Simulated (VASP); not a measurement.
# NbWS4 (Pm) in VASP: single point with PBE

Aim: the single point of NbWS4 with PBE.

All numbers are computed with VASP 6.6.1; they aren't measurements. Logs are shortened: lines on timing, memory, paths and dates and some standing lists are left out, and cuts for length are marked.

## 1. The cell of the first run

Symmetry: Pm, No. 6, monoclinic system. Conventional cell: a = 5.689 Å, b = 3.276 Å, c = 7.059 Å, α = 90.00°, β = 105.70°, γ = 90.00°. Within 3.4 Å of Nb (site symmetry m) lie 6 S at 2.46 to 2.49 Å and 4 W at 3.24 to 3.33 Å and 2 Nb at 3.28 Å. Within 3.4 Å of W (site symmetry m) lie 6 S at 2.42 to 2.43 Å and 4 Nb at 3.24 to 3.33 Å and 2 W at 3.28 Å. S (site symmetry m) has 1 W at 2.42 Å and 2 Nb at 2.46 Å and 7 S at 3.14 to 3.34 Å within 3.4 Å. Within 3.4 Å of S (site symmetry m) lie 1 W at 2.42 Å and 2 Nb at 2.46 Å and 7 S at 3.14 to 3.34 Å. S (site symmetry m) has 2 W at 2.43 Å and 1 Nb at 2.49 Å and 7 S at 3.07 to 3.34 Å within 3.4 Å. Within 3.4 Å of S (site symmetry m) lie 2 W at 2.43 Å and 1 Nb at 2.49 Å and 7 S at 3.07 to 3.34 Å.

## 2. Single point, PBE

INCAR

```
SYSTEM = NbWS4
PREC = Accurate ; ENCUT = 520
EDIFF = 1E-6 ; ISMEAR = 0
SIGMA = 0.1 ; LREAL = .FALSE.
LASPH = .TRUE. ; NELM = 80
ALGO = Normal ; ISIF = 2
LWAVE = .FALSE. ; LCHARG = .TRUE.
GGA = PE ; LELF = .TRUE.
LVHAR = .TRUE. ; NBANDS = 34
```

KPOINTS

```
Automatic mesh
0
G
  6 10 6
  0 0 0
```

POSCAR

```
NbWS4
1.0
    5.6882704420      0.0000000000      0.0542026097
    0.0000000000      3.2763208848      0.0000000000
   -1.9743144289      0.0000000000      6.7774954662
Nb W S
1 1 4
Direct
    0.9954112803      0.0000000000      0.9999580918
    0.5042191233      0.5000000000     -0.0000024504
    0.7505839500      0.5000000000      0.7690813014
    0.9056537658      0.5000000000      0.2309804355
    0.2631963736      0.0000000000      0.7739609133
    0.4149355069      0.0000000000      0.2260217084
```

Potentials or basis: VASP PAW PBE potentials, release 64 (Nb_sv, W_sv, S).

Run with:

```
> cat potpaw_PBE.64/Nb_sv/POTCAR potpaw_PBE.64/W_sv/POTCAR potpaw_PBE.64/S/POTCAR > POTCAR
> mpirun -np 1 vasp_std > vasp.out
```

OUTCAR:

```text
SYSTEM = NbWS4
   PREC = Accurate
   ENCUT = 520
   EDIFF = 1E-6
   ISMEAR = 0
   LREAL = .FALSE.
   LASPH = .TRUE.
   NELM = 80
   ISIF = 2
   GGA = PE

 ion  position               nearest neighbor table
   1  0.995  0.000  1.000-   3 2.46   3 2.46   4 2.46   4 2.46   5 2.49   6 2.49   2 3.24   2 3.24

   2  0.504  0.500  1.000-   3 2.42   4 2.42   6 2.43   6 2.43   5 2.43   5 2.43   1 3.24   1 3.24

   3  0.751  0.500  0.769-   2 2.42   1 2.46   1 2.46
   4  0.906  0.500  0.231-   2 2.42   1 2.46   1 2.46
   5  0.263  0.000  0.774-   2 2.43   2 2.43   1 2.49
   6  0.415  0.000  0.226-   2 2.43   2 2.43   1 2.49

  LATTYP: Found a simple monoclinic cell.
 ALAT       =     5.6885286801
 B/A-ratio  =     0.5759522486
 C/A-ratio  =     1.2409542921
 COS(beta)  =    -0.2705186099

  Lattice vectors:

 A1 = (   5.6882704420,   0.0000000000,   0.0542026097)
 A2 = (   0.0000000000,   3.2763208848,   0.0000000000)
 A3 = (  -1.9743144289,   0.0000000000,   6.7774954662)

Analysis of symmetry for initial positions (statically):
=====================================================================
 Subroutine PRICEL returns:
 Original cell was already a primitive cell.

 Routine SETGRP: Setting up the symmetry group for a
 simple monoclinic supercell.

 Subroutine GETGRP returns: Found  2 space group operations
 (whereof  2 operations were pure point group operations)
 out of a pool of  4 trial point group operations.

The static configuration has the point symmetry C_1h.

Analysis of symmetry for dynamics (positions and initial velocities):
=====================================================================
 Subroutine PRICEL returns:
 Original cell was already a primitive cell.

 Routine SETGRP: Setting up the symmetry group for a
 simple monoclinic supercell.

 Subroutine GETGRP returns: Found  2 space group operations
 (whereof  2 operations were pure point group operations)
 out of a pool of  4 trial point group operations.

The dynamic configuration has the point symmetry C_1h.

 Subroutine INISYM returns: Found  2 space group operations
 (whereof  2 operations are pure point group operations),
 and found     1 'primitive' translations

----------------------------------------------------------------------------------------

                                     Primitive cell

  volume of cell :     126.6601

  direct lattice vectors                    reciprocal lattice vectors
     5.688270442  0.000000000  0.054202610     0.175313727  0.000000000  0.051069665
     0.000000000  3.276320885  0.000000000     0.000000000  0.305220409  0.000000000
    -1.974314429  0.000000000  6.777495466    -0.001402061  0.000000000  0.147138703

  length of vectors
     5.688528680  3.276320885  7.059204081     0.182600694  0.305220409  0.147145383

  position of ions in fractional coordinates (direct lattice)
     0.995411280  0.000000000  0.999958092
     0.504219123  0.500000000  0.999997550
     0.750583950  0.500000000  0.769081301
     0.905653766  0.500000000  0.230980436
     0.263196374  0.000000000  0.773960913
     0.414935507  0.000000000  0.226021708

  ion indices of the primitive-cell ions
   primitive index   ion index
                 1           1
                 2           2
                 3           3
                 4           4
                 5           5
                 6           6

----------------------------------------------------------------------------------------

 KPOINTS: Automatic mesh

Automatic generation of k-mesh.
 Grid dimensions read from file:
 generate k-points for:    6   10    6

 Generating k-lattice:

  Cartesian coordinates                     Fractional coordinates (reciprocal lattice)
     0.029218954  0.000000000  0.008511611     0.166666667  0.000000000  0.000000000
     0.000000000  0.030522041  0.000000000     0.000000000  0.100000000  0.000000000
    -0.000233677  0.000000000  0.024523117     0.000000000  0.000000000  0.166666667

  Length of vectors
     0.030433449  0.030522041  0.024524230

  Shift w.r.t. Gamma in fractional coordinates (k-lattice)
     0.000000000  0.000000000  0.000000000

 Subroutine IBZKPT returns following result:
 ===========================================

 Found    120 irreducible k-points:

 Following reciprocal coordinates:
            Coordinates               Weight
  0.000000  0.000000  0.000000      1.000000
  0.166667  0.000000 -0.000000      2.000000
  0.333333  0.000000  0.000000      2.000000
  0.500000  0.000000 -0.000000      1.000000
  0.000000  0.100000  0.000000      2.000000
  0.166667  0.100000 -0.000000      4.000000
[... 16 lines left out ...]
  0.333333  0.500000  0.000000      2.000000
  0.500000  0.500000 -0.000000      1.000000
 [... further k-points ...]
   k-points           NKPTS =    120   k-points in BZ     NKDIM =    120   number of bands    NBANDS=     34
   number of dos      NEDOS =    301   number of ions     NIONS =      6
   total plane-waves  NPLWV =  54432
   dimension x,y,z NGX =    42 NGY =   24 NGZ =   54
   dimension x,y,z NGXF=    84 NGYF=   48 NGZF=  108
   ions per type =               1   1   4
   NGX,Y,Z   is equivalent  to a cutoff of  12.27, 12.18, 12.72 a.u.
   NGXF,Y,Z  is equivalent  to a cutoff of  24.55, 24.36, 25.43 a.u.
 SYSTEM =  NbWS4
   PREC   = accura    normal or accurate (medium, high low for compatibility)
   ISTART =      0    job   : 0-new  1-cont  2-samecut
   ICHARG =      2    charge: 1-file 2-atom 10-const
   ISPIN  =      1    spin polarized calculation?
   LNONCOLLINEAR =      F non collinear calculations
   LSORBIT =      F    spin-orbit coupling
   LASPH  =      T    aspherical Exc in radial PAW
   ENCUT  =  520.0 eV  38.22 Ry    6.18 a.u.  10.58  6.09 13.13*2*pi/ulx,y,z
   NELM   =     80;   NELMIN=  2; NELMDL= -5     # of ELM steps
   EDIFF  = 0.1E-05   stopping-criterion for ELM
   LREAL  =      F    real-space projection
   EDIFFG = 0.1E-04   stopping-criterion for IOM
   NSW    =      0    number of steps for IOM
   IBRION =     -1    ionic relax: 0-MD 1-quasi-New 2-CG
   NFREE  =      0    steps in history (QN), initial steepest desc. (CG)
   ISIF   =      2    stress and relaxation
   ISYM   =      2    0-nonsym 1-usesym 2-fastsym
   POTIM  = 0.5000    time-step for ionic-motion
   TEBEG  =    0.0;   TEEND  =   0.0 temperature during run
   PSTRESS=    0.0 pullay stress
   NELECT =      51.0000    total number of electrons
   NUPDOWN=      -1.0000    fix difference up-down
   EMIN   =  10.00;   EMAX   =-10.00  energy-range for DOS
   EFERMI =   0.00;   METHOD = LEGACY
   ISMEAR =     0;   SIGMA  =   0.10  broadening in eV -4-tet -1-fermi 0-gaus
   EFERMI_NEDOS =   21; number of points for ismear=-14 and -15
   IALGO  =     38    algorithm
   IMIX   =      4    mixing-type and parameters
     AMIX     =   0.40;   BMIX     =  1.00
     AMIX_MAG =   1.60;   BMIX_MAG =  1.00
  volume/ion in A,a.u.               =      21.11       142.46
  Fermi-wavevector in a.u.,A,eV,Ry     =   1.208885  2.284461 19.883593  1.461403
  Thomas-Fermi vector in A             =   2.344479
   LORBIT       =      0    0 simple, 1 ext, 2 COOP (PROOUT), +10 PAW based schemes
   GGA     = PE    functional components
   LHFCALC =     F    Hartree Fock is set to
   AEXX    =    0.0000 exact exchange contribution
   IVDW    =     0    specifies the selected vdW correction
   LEPSILON=     F    determine dielectric tensor
   LRPA    =     F    only Hartree local field effects (RPA)
 non-spin polarized calculation
 Gauss-broadening in eV      SIGMA  =   0.10
  energy-cutoff  :      520.00
  volume of cell :      126.66
 maximum number of plane-waves:      3452
   NGX = 21   NGY = 13   NGZ = 27

 number of electron      50.9999996 magnetization

 Free energy of the ion-electron system (eV)
  ---------------------------------------------------
  ext. energy  EPLUGINS =         0.00000000
  ---------------------------------------------------
  free energy    TOTEN  =       -45.28743211 eV

  energy without entropy =      -45.27611365  energy(sigma->0) =      -45.28177288

 E-fermi :   5.0317     XC(G=0):  -9.8090

 val. band max:        4.9548605127   @ k =   0.0000   0.2000   0.3333
 cond. band min:       5.0472045952   @ k =   0.1667   0.4000   0.1667
 fundamental gap:      0.0923440824
 Fermi energy:         5.0316532339

 k-point     1 :       0.0000    0.0000    0.0000
  band No.  band energies     occupation
      1     -69.1151      2.00000
      2     -49.7755      2.00000
      3     -33.3470      2.00000
      4     -33.2982      2.00000
      5     -33.2393      2.00000
      6     -25.8914      2.00000
[... 26 lines left out ...]
     33       9.0489      0.00000
     34       9.9352      0.00000

 k-point     2 :       0.1667    0.0000   -0.0000
  band No.  band energies     occupation
      1     -69.1151      2.00000
      2     -49.7755      2.00000
      3     -33.3464      2.00000
      4     -33.2982      2.00000
      5     -33.2393      2.00000
      6     -25.8914      2.00000
[... 26 lines left out ...]
     33       9.0131      0.00000
     34       9.8169      0.00000

 k-point     3 :       0.3333    0.0000    0.0000
  band No.  band energies     occupation
      1     -69.1151      2.00000
      2     -49.7755      2.00000
      3     -33.3453      2.00000
      4     -33.2981      2.00000
      5     -33.2392      2.00000
      6     -25.8916      2.00000
[... 26 lines left out ...]
     33       8.8248      0.00000
     34       9.5639      0.00000

 k-point     4 :       0.5000    0.0000   -0.0000
  band No.  band energies     occupation
      1     -69.1151      2.00000
      2     -49.7756      2.00000
      3     -33.3448      2.00000
      4     -33.2981      2.00000
      5     -33.2392      2.00000
      6     -25.8918      2.00000
[... 26 lines left out ...]
     33       9.0038      0.00000
     34       9.2737      0.00000

 k-point     5 :       0.0000    0.1000    0.0000
  band No.  band energies     occupation
      1     -69.1146      2.00000
      2     -49.7734      2.00000
      3     -33.3452      2.00000
      4     -33.2961      2.00000
      5     -33.2554      2.00000
      6     -25.8868      2.00000
[... 621 lines left out ...]
 k-point    22 :       0.1667    0.5000   -0.0000
  band No.  band energies     occupation
      1     -69.1097      2.00000
      2     -49.7532      2.00000
      3     -33.4074      2.00000
      4     -33.3275      2.00000
      5     -33.2762      2.00000
      6     -26.0544      2.00000
[... 26 lines left out ...]
     33       9.7929      0.00000
     34       9.9983      0.00000

 k-point    23 :       0.3333    0.5000    0.0000
  band No.  band energies     occupation
      1     -69.1097      2.00000
      2     -49.7532      2.00000
      3     -33.4078      2.00000
      4     -33.3279      2.00000
      5     -33.2762      2.00000
      6     -26.0528      2.00000
[... 26 lines left out ...]
     33       9.5834      0.00000
     34       9.6589      0.00000

 k-point    24 :       0.5000    0.5000   -0.0000
  band No.  band energies     occupation
      1     -69.1097      2.00000
      2     -49.7532      2.00000
      3     -33.4080      2.00000
      4     -33.3281      2.00000
      5     -33.2762      2.00000
      6     -26.0521      2.00000
[... 26 lines left out ...]
     33       9.6619      0.00000
     34       9.7792      0.00000

 [... further k-points ...]
[... 5 lines left out ...]
  --------------------------------------------------------------------------------------
  -------------------------------------------------------------------------------------
  Total       -0.1535842     -0.1533510     -0.1248935      0.0000000      0.0000000     -0.0001155
  in kB       -1.9427516     -1.9398020     -1.5798308      0.0000000      0.0000000     -0.0014610
  external PRESSURE =      -1.8207948 kB  Pullay stress =       0.0000000 kB

 VOLUME and BASIS-vectors are now :
 -----------------------------------------------------------------------------
  energy-cutoff  :      520.00
  volume of cell :      126.66
      direct lattice vectors                 reciprocal lattice vectors
     5.688270442  0.000000000  0.054202610     0.175313727  0.000000000  0.051069665
     0.000000000  3.276320885  0.000000000     0.000000000  0.305220409  0.000000000
    -1.974314429  0.000000000  6.777495466    -0.001402061  0.000000000  0.147138703

 POSITION                                       TOTAL-FORCE (eV/Angst)
 -----------------------------------------------------------------------------------
      3.68794      0.00000      6.83117        -0.002413      0.000000      0.000139
      0.89383      1.63816      6.80481         0.000344      0.000000      0.000110
      2.75112      1.63816      5.25313         0.015588      0.000000      0.020900
      4.69558      1.63816      1.61456         0.016029      0.000000     -0.020735
     -0.03091      0.00000      5.25978        -0.014896      0.000000      0.007311
      1.91403      0.00000      1.55435        -0.014653      0.000000     -0.007725
 -----------------------------------------------------------------------------------
    total drift:                               -0.000402      0.000000     -0.000054

  FREE ENERGIE OF THE ION-ELECTRON SYSTEM (eV)
  ---------------------------------------------------
  free  energy   TOTEN  =       -45.2874321087 eV

  energy  without entropy=      -45.2761136487  energy(sigma->0) =      -45.28177288
```

Wall time 5.2 min (1 thread of Intel Xeon 6975P-C (Granite Rapids), shared host); peak memory 0.56 GiB.

What came out:

* Free energy: -45.2874 eV
* Pressure: -0.2 GPa
* Largest force: 0.026 eV/Å
* Band gap on the k mesh: zero (an odd number of electrons rules out a gap without spin polarisation)

Forces in eV/Å, atoms in the order of the input:
```
Nb  -0.002  0.000  0.000
W    0.000  0.000  0.000
S    0.016  0.000  0.021
S    0.016  0.000 -0.021
S   -0.015  0.000  0.007
S   -0.015  0.000 -0.008
```

Caveat: spin-orbit coupling is left out, which moves the levels of the heavy elements; this functional lacks dispersion, which binds layers or chains, so the pressure and a relaxed spacing across them are unreliable; an odd number of electrons without spin polarisation forces a metal; a magnetic or distorted state may lie lower.

The gap in the log of VASP goes by the Fermi energy; the results here count the filled bands.